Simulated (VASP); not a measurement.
# Sr3Zn (Pm-3m) in VASP: notebook, part 2 of 2

VASP 6.6.1. The steps go on from the part before.

### Step 3. Single point, PBE

This run uses another cell than the first one, of 39.49 Å³/atom.

Contents of INCAR:

```
SYSTEM = Sr3Zn
PREC = Accurate
ENCUT = 520
EDIFF = 1E-6
ISMEAR = -1
SIGMA = 0.05
LREAL = .False.
LASPH = .True.
NELM = 80
ALGO = Normal
ISIF = 2
LWAVE = .False.
LCHARG = .True.
GGA = PE
LELF = .True.
LVHAR = .True.
NBANDS = 29
```

Contents of KPOINTS:

```
regular mesh
0
Gamma
  5 5 5
  0 0 0
```

Contents of POSCAR:

```
Sr3Zn
1.0
    5.4058796508      0.0000000000      0.0000000000
    0.0000000000      5.4058796508      0.0000000000
    0.0000000000      0.0000000000      5.4058796508
Sr Zn
3 1
Direct
    0.0000000000      0.5000000000      0.5000000000
    0.5000000000      0.5000000000      0.0000000000
    0.5000000000      0.0000000000      0.5000000000
    0.0000000000      0.0000000000      0.0000000000
```

Potentials or basis: VASP PAW PBE potentials, release 64 (Sr_sv, Zn).

Launch:

```
$ cat potpaw_PBE.64/Sr_sv/POTCAR potpaw_PBE.64/Zn/POTCAR > POTCAR
$ mpirun -np 1 vasp_std > vasp.out
```

OUTCAR:

```text
SYSTEM = Sr3Zn
   PREC = Accurate
   ENCUT = 520
   EDIFF = 1E-6
   ISMEAR = -1
   LREAL = .False.
   LASPH = .True.
   NELM = 80
   ISIF = 2
   GGA = PE

 ion  position               nearest neighbor table
   1  0.000  0.500  0.500-   2 3.82   3 3.82   4 3.82   2 3.82   4 3.82   3 3.82   4 3.82   4 3.82
                             2 3.82   3 3.82   2 3.82   3 3.82
   2  0.500  0.500  0.000-   1 3.82   3 3.82   4 3.82   1 3.82   3 3.82   3 3.82   4 3.82   3 3.82
                             1 3.82   4 3.82   1 3.82   4 3.82
   3  0.500  0.000  0.500-   1 3.82   2 3.82   4 3.82   2 3.82   4 3.82   1 3.82   2 3.82   2 3.82
                             1 3.82   4 3.82   4 3.82   1 3.82
   4  0.000  0.000  0.000-   1 3.82   2 3.82   3 3.82   1 3.82   3 3.82   1 3.82   2 3.82   1 3.82
                             2 3.82   3 3.82   3 3.82   2 3.82

  LATTYP: Found a simple cubic cell.
 ALAT       =     5.4058796508

  Lattice vectors:

 A1 = (   5.4058796508,   0.0000000000,   0.0000000000)
 A2 = (   0.0000000000,   5.4058796508,   0.0000000000)
 A3 = (   0.0000000000,   0.0000000000,   5.4058796508)

Analysis of symmetry for initial positions (statically):
=====================================================================
 Subroutine PRICEL returns:
 Original cell was already a primitive cell.

 Routine SETGRP: Setting up the symmetry group for a
 simple cubic supercell.

 Subroutine GETGRP returns: Found 48 space group operations
 (whereof 48 operations were pure point group operations)
 out of a pool of 48 trial point group operations.

The static configuration has the point symmetry O_h .

Analysis of symmetry for dynamics (positions and initial velocities):
=====================================================================
 Subroutine PRICEL returns:
 Original cell was already a primitive cell.

 Routine SETGRP: Setting up the symmetry group for a
 simple cubic supercell.

 Subroutine GETGRP returns: Found 48 space group operations
 (whereof 48 operations were pure point group operations)
 out of a pool of 48 trial point group operations.

The dynamic configuration has the point symmetry O_h .

 Subroutine INISYM returns: Found 48 space group operations
 (whereof 48 operations are pure point group operations),
 and found     1 'primitive' translations

----------------------------------------------------------------------------------------

                                     Primitive cell

  volume of cell :     157.9789

  direct lattice vectors                    reciprocal lattice vectors
     5.405879651  0.000000000  0.000000000     0.184983770  0.000000000  0.000000000
     0.000000000  5.405879651  0.000000000     0.000000000  0.184983770  0.000000000
     0.000000000  0.000000000  5.405879651     0.000000000  0.000000000  0.184983770

  length of vectors
     5.405879651  5.405879651  5.405879651     0.184983770  0.184983770  0.184983770

  position of ions in fractional coordinates (direct lattice)
     0.000000000  0.500000000  0.500000000
     0.500000000  0.500000000  0.000000000
     0.500000000  0.000000000  0.500000000
     0.000000000  0.000000000  0.000000000

  ion indices of the primitive-cell ions
   primitive index   ion index
                 1           1
                 2           2
                 3           3
[... 25 lines left out ...]

 Found     10 irreducible k-points:

 Following reciprocal coordinates:
            Coordinates               Weight
  0.000000  0.000000  0.000000      1.000000
  0.200000  0.000000  0.000000      6.000000
  0.400000  0.000000  0.000000      6.000000
  0.200000  0.200000  0.000000     12.000000
  0.400000  0.200000  0.000000     24.000000
  0.400000  0.400000  0.000000     12.000000
  0.200000  0.200000  0.200000      8.000000
  0.400000  0.200000  0.200000     24.000000
  0.400000  0.400000  0.200000     24.000000
  0.400000  0.400000  0.400000      8.000000
   k-points           NKPTS =     10   k-points in BZ     NKDIM =     10   number of bands    NBANDS=     29
   number of dos      NEDOS =    301   number of ions     NIONS =      4
   total plane-waves  NPLWV =  64000
   dimension x,y,z NGX =    40 NGY =   40 NGZ =   40
   dimension x,y,z NGXF=    80 NGYF=   80 NGZF=   80
   ions per type =               3   1
   NGX,Y,Z   is equivalent  to a cutoff of  12.30, 12.30, 12.30 a.u.
   NGXF,Y,Z  is equivalent  to a cutoff of  24.60, 24.60, 24.60 a.u.
 SYSTEM =  Sr3Zn
   PREC   = accura    normal or accurate (medium, high low for compatibility)
   ISTART =      0    job   : 0-new  1-cont  2-samecut
   ICHARG =      2    charge: 1-file 2-atom 10-const
   ISPIN  =      1    spin polarized calculation?
   LNONCOLLINEAR =      F non collinear calculations
   LSORBIT =      F    spin-orbit coupling
   LASPH  =      T    aspherical Exc in radial PAW
   ENCUT  =  520.0 eV  38.22 Ry    6.18 a.u.  10.05 10.05 10.05*2*pi/ulx,y,z
   NELM   =     80;   NELMIN=  2; NELMDL= -5     # of ELM steps
   EDIFF  = 0.1E-05   stopping-criterion for ELM
   LREAL  =      F    real-space projection
   EDIFFG = 0.1E-04   stopping-criterion for IOM
   NSW    =      0    number of steps for IOM
   IBRION =     -1    ionic relax: 0-MD 1-quasi-New 2-CG
   NFREE  =      0    steps in history (QN), initial steepest desc. (CG)
   ISIF   =      2    stress and relaxation
   ISYM   =      2    0-nonsym 1-usesym 2-fastsym
   POTIM  = 0.5000    time-step for ionic-motion
   TEBEG  =    0.0;   TEEND  =   0.0 temperature during run
   PSTRESS=    0.0 pullay stress
   NELECT =      42.0000    total number of electrons
   NUPDOWN=      -1.0000    fix difference up-down
   EMIN   =  10.00;   EMAX   =-10.00  energy-range for DOS
   EFERMI =   0.00;   METHOD = LEGACY
   ISMEAR =    -1;   SIGMA  =   0.05  broadening in eV -4-tet -1-fermi 0-gaus
   EFERMI_NEDOS =   21; number of points for ismear=-14 and -15
   IALGO  =     38    algorithm
   IMIX   =      4    mixing-type and parameters
     AMIX     =   0.40;   BMIX     =  1.00
     AMIX_MAG =   1.60;   BMIX_MAG =  1.00
  volume/ion in A,a.u.               =      39.49       266.52
  Fermi-wavevector in a.u.,A,eV,Ry     =   1.052668  1.989255 15.076760  1.108111
  Thomas-Fermi vector in A             =   2.187760
   LORBIT       =      0    0 simple, 1 ext, 2 COOP (PROOUT), +10 PAW based schemes
   GGA     = PE    functional components
   LHFCALC =     F    Hartree Fock is set to
   AEXX    =    0.0000 exact exchange contribution
   IVDW    =     0    specifies the selected vdW correction
   LEPSILON=     F    determine dielectric tensor
   LRPA    =     F    only Hartree local field effects (RPA)
 non-spin polarized calculation
  energy-cutoff  :      520.00
  volume of cell :      157.98
 maximum number of plane-waves:      4337
   NGX = 21   NGY = 21   NGZ = 21

 number of electron      42.0000014 magnetization

 Free energy of the ion-electron system (eV)
  ---------------------------------------------------
  ext. energy  EPLUGINS =         0.00000000
  ---------------------------------------------------
  free energy    TOTEN  =        -5.70129355 eV

  energy without entropy =       -5.65171849  energy(sigma->0) =       -5.67650602

 E-fermi :   1.9764     XC(G=0):  -8.1984

 val. band max:        1.9650381448   @ k =   0.4000   0.2000   0.2000
 cond. band min:       2.0487691956   @ k =   0.4000   0.4000   0.2000
 fundamental gap:      0.0837310508
 Fermi energy:         1.9764246583

 k-point     1 :       0.0000    0.0000    0.0000
  band No.  band energies     occupation
      1     -34.2876      2.00000
      2     -34.2275      2.00000
      3     -34.2275      2.00000
      4     -16.4728      2.00000
      5     -16.4728      2.00000
      6     -16.4728      2.00000
[... 309 lines left out ...]
     28       4.7598      0.00000
     29       5.2696      0.00000

------------------------ aborting loop because EDIFF is reached ----------------------------------------

  FORCE on cell =-STRESS in cart. coord.  units (eV):
  Direction    XX          YY          ZZ          XY          YZ          ZX
  --------------------------------------------------------------------------------------
  -------------------------------------------------------------------------------------
  Total        0.7013091      0.7013091      0.7013091      0.0000000     -0.0000000      0.0000000
  in kB        7.1124780      7.1124780      7.1124780      0.0000000     -0.0000000      0.0000000
  external PRESSURE =       7.1124780 kB  Pullay stress =       0.0000000 kB

 VOLUME and BASIS-vectors are now :
 -----------------------------------------------------------------------------
  energy-cutoff  :      520.00
  volume of cell :      157.98
      direct lattice vectors                 reciprocal lattice vectors
     5.405879651  0.000000000  0.000000000     0.184983770  0.000000000  0.000000000
     0.000000000  5.405879651  0.000000000     0.000000000  0.184983770  0.000000000
     0.000000000  0.000000000  5.405879651     0.000000000  0.000000000  0.184983770

 POSITION                                       TOTAL-FORCE (eV/Angst)
 -----------------------------------------------------------------------------------
      0.00000      2.70294      2.70294         0.000000      0.000000      0.000000
      2.70294      2.70294      0.00000         0.000000      0.000000      0.000000
      2.70294      0.00000      2.70294         0.000000      0.000000      0.000000
      0.00000      0.00000      0.00000         0.000000      0.000000      0.000000
 -----------------------------------------------------------------------------------
    total drift:                                0.000000     -0.000000     -0.000000

  FREE ENERGIE OF THE ION-ELECTRON SYSTEM (eV)
  ---------------------------------------------------
  free  energy   TOTEN  =        -5.7012935469 eV

  energy  without entropy=       -5.6517184910  energy(sigma->0) =       -5.67650602
```

OSZICAR:

```text
N       E                     dE             d eps       ncg     rms          rms(c)
DAV:   1     0.312079780152E+03    0.31208E+03   -0.19510E+04   580   0.136E+03
DAV:   2     0.254978141363E+02   -0.28658E+03   -0.27934E+03   598   0.336E+02
DAV:   3    -0.420000542452E+01   -0.29698E+02   -0.29304E+02   879   0.930E+01
DAV:   4    -0.581856269623E+01   -0.16186E+01   -0.16048E+01   824   0.172E+01
DAV:   5    -0.589138386249E+01   -0.72821E-01   -0.72760E-01   889   0.345E+00    0.237E+01
DAV:   6    -0.571541173198E+01    0.17597E+00   -0.87428E-01   694   0.587E+00    0.132E+01
DAV:   7    -0.570839282430E+01    0.70189E-02   -0.23537E-01   790   0.345E+00    0.179E+00
DAV:   8    -0.570148780729E+01    0.69050E-02   -0.36274E-02   835   0.125E+00    0.507E-01
DAV:   9    -0.570117717574E+01    0.31063E-03   -0.62002E-03   740   0.253E-01    0.940E-02
DAV:  10    -0.570124774945E+01   -0.70574E-04   -0.80141E-04   848   0.831E-02    0.676E-02
DAV:  11    -0.570128896339E+01   -0.41214E-04   -0.48693E-05   761   0.327E-02    0.186E-02
DAV:  12    -0.570129300442E+01   -0.40410E-05   -0.74864E-06   576   0.118E-02    0.533E-03
DAV:  13    -0.570129354692E+01   -0.54250E-06   -0.12296E-06   448   0.652E-03
   1 F= -.57012935E+01 E0= -.56765060E+01  d E =-.495751E-01
```

stdout:

```text
POSCAR found type information on POSCAR SrZn
 POSCAR found :  2 types and       4 ions
 scaLAPACK will be used
 LDA part: xc-table for (Slater+PW92), standard interpolation
 POSCAR, INCAR and KPOINTS ok, starting setup
 FFT: planning ... GRIDC
 FFT: planning ... GRID_SOFT
 FFT: planning ... GRID
 WAVECAR not read
 entering main loop
```

Run time: 45 s. Hardware: 1 thread of Intel Xeon Platinum 8259CL at 2.50GHz (Skylake/Cascade Lake), shared host; peak memory 0.26 GiB.

Results:

- Free energy: -5.7013 eV
- Pressure: 0.7 GPa
- Band gap on the k mesh: zero (bands 21 and 22 overlap by 0.42 eV)

Levels at points of the mesh, in eV from the Fermi level:
```csv
k point,band 18,band 19,band 20,band 21,band 22,band 23,band 24,band 25
"(0.00, 0.00, 0.00)",-4.84,-1.72,0.12,0.12,0.77,0.77,0.77,1.14
```

### Step 4. Single point, PBE

This run uses another cell than the first one, of 40.32 Å³/atom.

Contents of INCAR:

```
SYSTEM = Sr3Zn
  ALGO = Normal
  EDIFF = 1E-6
  ENCUT = 520
  GGA = PE
  ISIF = 2
  ISMEAR = -1
  LASPH = .True.
  LCHARG = .False.
  LREAL = .False.
  LWAVE = .False.
  NBANDS = 29
  NELM = 100
  PREC = Accurate
  SIGMA = 0.05
```

Contents of KPOINTS:

```
k-points
0
Gamma
  5 5 5
  0 0 0
```

Contents of POSCAR:

```
Sr3Zn
1.0
    5.4431627576      0.0000000000      0.0000000000
    0.0000000000      5.4431627576      0.0000000000
    0.0000000000      0.0000000000      5.4431627576
Sr Zn
3 1
Direct
    0.0000000000      0.5000000000      0.5000000000
    0.5000000000      0.5000000000      0.0000000000
    0.5000000000      0.0000000000      0.5000000000
    0.0000000000      0.0000000000      0.0000000000
```

Launch:

```
$ cat potpaw_PBE.64/Sr_sv/POTCAR potpaw_PBE.64/Zn/POTCAR > POTCAR
$ mpirun -np 1 vasp_std > vasp.out
```

Run time: 43 s. Hardware: 1 thread of Intel Xeon Platinum 8259CL at 2.50GHz (Skylake/Cascade Lake), shared host; peak memory 0.26 GiB.

The run converged. Its results:

* Free energy: -5.7126 eV
* Pressure: 0.4 GPa
* Band gap on the k mesh: zero (bands 21 and 22 overlap by 0.42 eV)

Levels at points of the mesh, in eV from the Fermi level:
| k point | band 18 | band 19 | band 20 | band 21 | band 22 | band 23 | band 24 | band 25 |
| --- | --- | --- | --- | --- | --- | --- | --- | --- |
| (0.00, 0.00, 0.00) | -4.79 | -1.71 | 0.13 | 0.13 | 0.78 | 0.78 | 0.78 | 1.10 |

### Step 5. The runs side by side

```csv
cell,gap on the mesh (eV),pressure (GPa)
"a = 5.368 Å, 4 atoms",none,1.1
"a = 5.406 Å, 4 atoms",none,0.7
"a = 5.443 Å, 4 atoms",none,0.4
```

Alike in all rows: task single point; level PBE; potentials or basis VASP PAW PBE potentials, release 64 (Sr_sv, Zn); no spin polarisation; k mesh 5 × 5 × 5; cutoff (eV) 520; smearing fermi-dirac 0.05 eV.

Total energies depend on the potentials used, so only differences within one code and one set of settings carry meaning.
